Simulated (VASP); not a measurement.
# TaGe3W2 (P6/mmm) in VASP: single point with PBE

Aim: the single point of TaGe3W2 with PBE.

Everything below comes from runs of VASP 6.6.1. Logs are shortened: lines on timing, memory, paths and dates and some standing lists are left out, and cuts for length are marked.

## Step 1: The cell of the first run

Symmetry: P6/mmm, No. 191, hexagonal system. The conventional cell has a = 5.390 Å, b = 5.390 Å, c = 4.194 Å, α = 90.00°, β = 90.00°, γ = 120.00°. Within 3.6 Å of Ta (site symmetry 6/mmm) lie 6 Ge at 2.69 Å. Within 3.4 Å of Ge (site symmetry mmm) lie 4 W at 2.61 Å and 2 Ta at 2.69 Å and 4 Ge at 2.69 Å. Within 3.4 Å of W (site symmetry -6m2) lie 6 Ge at 2.61 Å and 3 W at 3.11 Å.

## Step 2: Single point, PBE

INCAR reads:

```
PREC = Accurate ; ENCUT = 520
EDIFF = 1E-6 ; ISMEAR = 0
SIGMA = 0.1 ; LREAL = False
LASPH = True ; NELM = 80
ALGO = Normal ; ISIF = 2
LWAVE = False ; LCHARG = False
GGA = PE ; NBANDS = 50
```

KPOINTS reads:

```
Automatic mesh
0
Gamma
  12 12 10
```

POSCAR reads:

```
TaGe3W2
1.0
    5.3899378959      0.0000000000      0.0000000000
   -2.6949689479      4.6678231427      0.0000000000
    0.0000000000      0.0000000000      4.1937826869
Ta Ge W
1 3 2
Direct
    0.0000000000      0.0000000000      0.5000000000
    0.5000000000      0.0000000000      0.5000000000
    0.0000000000      0.5000000000      0.5000000000
    0.5000000000      0.5000000000      0.5000000000
    0.3333333333      0.6666666667      0.0000000000
    0.6666666667      0.3333333333      0.0000000000
```

Potentials or basis: VASP PAW PBE potentials, release 64 (Ta_pv, Ge_d, W_sv).

Launch:

```console
cat potpaw_PBE.64/Ta_pv/POTCAR potpaw_PBE.64/Ge_d/POTCAR potpaw_PBE.64/W_sv/POTCAR > POTCAR
mpirun -np 1 vasp_std > vasp.out
```

OUTCAR:

```text
PREC = Accurate
   ENCUT = 520
   EDIFF = 1E-6
   ISMEAR = 0
   LREAL = False
   LASPH = True
   NELM = 80
   ISIF = 2
   GGA = PE

 ion  position               nearest neighbor table
   1  0.000  0.000  0.500-   2 2.69   2 2.69   3 2.69   3 2.69   4 2.69   4 2.69
   2  0.500  0.000  0.500-   5 2.61   6 2.61   5 2.61   6 2.61   1 2.69   1 2.69   4 2.69   4 2.69
                             3 2.69   3 2.69
   3  0.000  0.500  0.500-   5 2.61   6 2.61   5 2.61   6 2.61   4 2.69   4 2.69   1 2.69   1 2.69
                             2 2.69   2 2.69
   4  0.500  0.500  0.500-   5 2.61   6 2.61   5 2.61   6 2.61   3 2.69   3 2.69   2 2.69   2 2.69
                             1 2.69   1 2.69
   5  0.333  0.667  0.000-   3 2.61   3 2.61   2 2.61   2 2.61   4 2.61   4 2.61   6 3.11   6 3.11
                             6 3.11
   6  0.667  0.333  0.000-   3 2.61   3 2.61   2 2.61   2 2.61   4 2.61   4 2.61   5 3.11   5 3.11
                             5 3.11

  LATTYP: Found a hexagonal cell.
 ALAT       =     5.3899378959
 C/A-ratio  =     0.7780762539

  Lattice vectors:

 A1 = (   5.3899378959,   0.0000000000,   0.0000000000)
 A2 = (  -2.6949689479,   4.6678231427,   0.0000000000)
 A3 = (   0.0000000000,   0.0000000000,   4.1937826869)

Analysis of symmetry for initial positions (statically):
=====================================================================
 Subroutine PRICEL returns:
 Original cell was already a primitive cell.

 Routine SETGRP: Setting up the symmetry group for a
 hexagonal supercell.

 Subroutine GETGRP returns: Found 24 space group operations
 (whereof 24 operations were pure point group operations)
 out of a pool of 24 trial point group operations.

The static configuration has the point symmetry D_6h.

Analysis of symmetry for dynamics (positions and initial velocities):
=====================================================================
 Subroutine PRICEL returns:
 Original cell was already a primitive cell.

 Routine SETGRP: Setting up the symmetry group for a
 hexagonal supercell.

 Subroutine GETGRP returns: Found 24 space group operations
 (whereof 24 operations were pure point group operations)
 out of a pool of 24 trial point group operations.

The dynamic configuration has the point symmetry D_6h.

 Subroutine INISYM returns: Found 24 space group operations
 (whereof 24 operations are pure point group operations),
 and found     1 'primitive' translations

----------------------------------------------------------------------------------------

                                     Primitive cell

  volume of cell :     105.5125

  direct lattice vectors                    reciprocal lattice vectors
     5.389937896  0.000000000  0.000000000     0.185530895  0.107116312  0.000000000
    -2.694968948  4.667823143  0.000000000     0.000000000  0.214232624  0.000000000
     0.000000000  0.000000000  4.193782687     0.000000000  0.000000000  0.238448216

  length of vectors
     5.389937896  5.389937896  4.193782687     0.214232624  0.214232624  0.238448216

  position of ions in fractional coordinates (direct lattice)
     0.000000000  0.000000000  0.500000000
     0.500000000  0.000000000  0.500000000
     0.000000000  0.500000000  0.500000000
     0.500000000  0.500000000  0.500000000
     0.333333333  0.666666667  0.000000000
     0.666666667  0.333333333  0.000000000

  ion indices of the primitive-cell ions
   primitive index   ion index
                 1           1
                 2           2
                 3           3
                 4           4
                 5           5
                 6           6

----------------------------------------------------------------------------------------

 KPOINTS: Automatic mesh

Automatic generation of k-mesh.
 Grid dimensions read from file:
 generate k-points for:   12   12   10

 Generating k-lattice:

  Cartesian coordinates                     Fractional coordinates (reciprocal lattice)
     0.015460908  0.008926359  0.000000000     0.083333333  0.000000000  0.000000000
     0.000000000  0.017852719  0.000000000     0.000000000  0.083333333  0.000000000
     0.000000000  0.000000000  0.023844822     0.000000000  0.000000000  0.100000000

  Length of vectors
     0.017852719  0.017852719  0.023844822

  Shift w.r.t. Gamma in fractional coordinates (k-lattice)
     0.000000000  0.000000000  0.000000000

 Subroutine IBZKPT returns following result:
 ===========================================

 Found    114 irreducible k-points:

 Following reciprocal coordinates:
            Coordinates               Weight
  0.000000  0.000000  0.000000      1.000000
  0.083333  0.000000  0.000000      6.000000
  0.166667  0.000000  0.000000      6.000000
  0.250000 -0.000000  0.000000      6.000000
  0.333333  0.000000  0.000000      6.000000
  0.416667  0.000000  0.000000      6.000000
[... 16 lines left out ...]
  0.250000 -0.000000  0.100000     12.000000
  0.333333  0.000000  0.100000     12.000000
 [... further k-points ...]
   k-points           NKPTS =    114   k-points in BZ     NKDIM =    114   number of bands    NBANDS=     50
   number of dos      NEDOS =    301   number of ions     NIONS =      6
   total plane-waves  NPLWV =  51200
   dimension x,y,z NGX =    40 NGY =   40 NGZ =   32
   dimension x,y,z NGXF=    80 NGYF=   80 NGZF=   64
   ions per type =               1   3   2
   NGX,Y,Z   is equivalent  to a cutoff of  12.34, 12.34, 12.69 a.u.
   NGXF,Y,Z  is equivalent  to a cutoff of  24.68, 24.68, 25.37 a.u.
 SYSTEM =  unknown system
   PREC   = accura    normal or accurate (medium, high low for compatibility)
   ISTART =      0    job   : 0-new  1-cont  2-samecut
   ICHARG =      2    charge: 1-file 2-atom 10-const
   ISPIN  =      1    spin polarized calculation?
   LNONCOLLINEAR =      F non collinear calculations
   LSORBIT =      F    spin-orbit coupling
   LASPH  =      T    aspherical Exc in radial PAW
   ENCUT  =  520.0 eV  38.22 Ry    6.18 a.u.  10.02 10.02  7.80*2*pi/ulx,y,z
   NELM   =     80;   NELMIN=  2; NELMDL= -5     # of ELM steps
   EDIFF  = 0.1E-05   stopping-criterion for ELM
   LREAL  =      F    real-space projection
   EDIFFG = 0.1E-04   stopping-criterion for IOM
   NSW    =      0    number of steps for IOM
   IBRION =     -1    ionic relax: 0-MD 1-quasi-New 2-CG
   NFREE  =      0    steps in history (QN), initial steepest desc. (CG)
   ISIF   =      2    stress and relaxation
   ISYM   =      2    0-nonsym 1-usesym 2-fastsym
   POTIM  = 0.5000    time-step for ionic-motion
   TEBEG  =    0.0;   TEEND  =   0.0 temperature during run
   PSTRESS=    0.0 pullay stress
   NELECT =      81.0000    total number of electrons
   NUPDOWN=      -1.0000    fix difference up-down
   EMIN   =  10.00;   EMAX   =-10.00  energy-range for DOS
   EFERMI =   0.00;   METHOD = LEGACY
   ISMEAR =     0;   SIGMA  =   0.10  broadening in eV -4-tet -1-fermi 0-gaus
   EFERMI_NEDOS =   21; number of points for ismear=-14 and -15
   IALGO  =     38    algorithm
   IMIX   =      4    mixing-type and parameters
     AMIX     =   0.40;   BMIX     =  1.00
     AMIX_MAG =   1.60;   BMIX_MAG =  1.00
  volume/ion in A,a.u.               =      17.59       118.67
  Fermi-wavevector in a.u.,A,eV,Ry     =   1.499001  2.832700 30.572330  2.247003
  Thomas-Fermi vector in A             =   2.610687
   LORBIT       =      0    0 simple, 1 ext, 2 COOP (PROOUT), +10 PAW based schemes
   GGA     = PE    functional components
   LHFCALC =     F    Hartree Fock is set to
   AEXX    =    0.0000 exact exchange contribution
   IVDW    =     0    specifies the selected vdW correction
   LEPSILON=     F    determine dielectric tensor
   LRPA    =     F    only Hartree local field effects (RPA)
 non-spin polarized calculation
 Gauss-broadening in eV      SIGMA  =   0.10
  energy-cutoff  :      520.00
  volume of cell :      105.51
 maximum number of plane-waves:      2874
   NGX = 21   NGY = 21   NGZ = 15

 number of electron      81.0000001 magnetization

 Free energy of the ion-electron system (eV)
  ---------------------------------------------------
  ext. energy  EPLUGINS =         0.00000000
  ---------------------------------------------------
  free energy    TOTEN  =       -46.48651497 eV

  energy without entropy =      -46.45964958  energy(sigma->0) =      -46.47308227

 E-fermi :   8.4054     XC(G=0): -12.1659

 val. band max:        8.4012961429   @ k =   0.3333   0.0000   0.3000
 cond. band min:       8.4131762229   @ k =   0.3333   0.0000   0.5000
 fundamental gap:      0.0118800800
 Fermi energy:         8.4053622214

 k-point     1 :       0.0000    0.0000    0.0000
  band No.  band energies     occupation
      1     -65.8714      2.00000
      2     -65.8548      2.00000
      3     -30.2270      2.00000
      4     -30.2270      2.00000
      5     -30.0790      2.00000
      6     -30.0458      2.00000
[... 42 lines left out ...]
     49      11.6775      0.00000
     50      13.4988      0.00000

 k-point     2 :       0.0833    0.0000    0.0000
  band No.  band energies     occupation
      1     -65.8712      2.00000
      2     -65.8551      2.00000
      3     -30.2279      2.00000
      4     -30.2246      2.00000
      5     -30.0784      2.00000
      6     -30.0482      2.00000
[... 42 lines left out ...]
     49      11.6632      0.00000
     50      13.6165      0.00000

 k-point     3 :       0.1667    0.0000    0.0000
  band No.  band energies     occupation
      1     -65.8704      2.00000
      2     -65.8558      2.00000
      3     -30.2302      2.00000
      4     -30.2178      2.00000
      5     -30.0767      2.00000
      6     -30.0552      2.00000
[... 42 lines left out ...]
     49      11.6648      0.00000
     50      13.7449      0.00000

 k-point     4 :       0.2500   -0.0000    0.0000
  band No.  band energies     occupation
      1     -65.8693      2.00000
      2     -65.8569      2.00000
      3     -30.2333      2.00000
      4     -30.2074      2.00000
      5     -30.0741      2.00000
      6     -30.0658      2.00000
[... 999 lines left out ...]
 k-point    23 :       0.2500   -0.0000    0.1000
  band No.  band energies     occupation
      1     -65.8693      2.00000
      2     -65.8569      2.00000
      3     -30.2329      2.00000
      4     -30.2071      2.00000
      5     -30.0762      2.00000
      6     -30.0658      2.00000
[... 42 lines left out ...]
     49      11.9608      0.00000
     50      12.2597      0.00000

 k-point    24 :       0.3333    0.0000    0.1000
  band No.  band energies     occupation
      1     -65.8679      2.00000
      2     -65.8583      2.00000
      3     -30.2359      2.00000
      4     -30.1948      2.00000
      5     -30.0786      2.00000
      6     -30.0726      2.00000
[... 42 lines left out ...]
     49      11.5151      0.00000
     50      11.9045      0.00000

 [... further k-points ...]

------------------------ aborting loop because EDIFF is reached ----------------------------------------

  FORCE on cell =-STRESS in cart. coord.  units (eV):
  Direction    XX          YY          ZZ          XY          YZ          ZX
  --------------------------------------------------------------------------------------
  -------------------------------------------------------------------------------------
  Total        0.1303663      0.1303663      0.2058747      0.0000000      0.0000000      0.0000000
  in kB        1.9795744      1.9795744      3.1261484      0.0000000      0.0000000      0.0000000
  external PRESSURE =       2.3617657 kB  Pullay stress =       0.0000000 kB

 VOLUME and BASIS-vectors are now :
 -----------------------------------------------------------------------------
  energy-cutoff  :      520.00
  volume of cell :      105.51
      direct lattice vectors                 reciprocal lattice vectors
     5.389937896  0.000000000  0.000000000     0.185530895  0.107116312  0.000000000
    -2.694968948  4.667823143  0.000000000     0.000000000  0.214232624  0.000000000
     0.000000000  0.000000000  4.193782687     0.000000000  0.000000000  0.238448216

 POSITION                                       TOTAL-FORCE (eV/Angst)
 -----------------------------------------------------------------------------------
      0.00000      0.00000      2.09689        -0.000000      0.000000      0.000000
      2.69497      0.00000      2.09689        -0.000000      0.000000      0.000000
     -1.34748      2.33391      2.09689        -0.000000      0.000000      0.000000
      1.34748      2.33391      2.09689        -0.000000      0.000000      0.000000
     -0.00000      3.11188      0.00000         0.000000      0.000000      0.000000
      2.69497      1.55594      0.00000         0.000000      0.000000      0.000000
 -----------------------------------------------------------------------------------
    total drift:                               -0.000000     -0.000000     -0.000000

  FREE ENERGIE OF THE ION-ELECTRON SYSTEM (eV)
  ---------------------------------------------------
  free  energy   TOTEN  =       -46.4865149652 eV

  energy  without entropy=      -46.4596495778  energy(sigma->0) =      -46.47308227
```

Wall time 10 min (1 thread of Intel Xeon 6975P-C, shared host); peak memory 0.6 GiB.

What came out:

| Quantity | Value |
| --- | --- |
| Free energy | -46.4865 eV |
| Pressure | 0.2 GPa |

Caveat: spin-orbit coupling is left out, which moves the levels of the heavy elements.
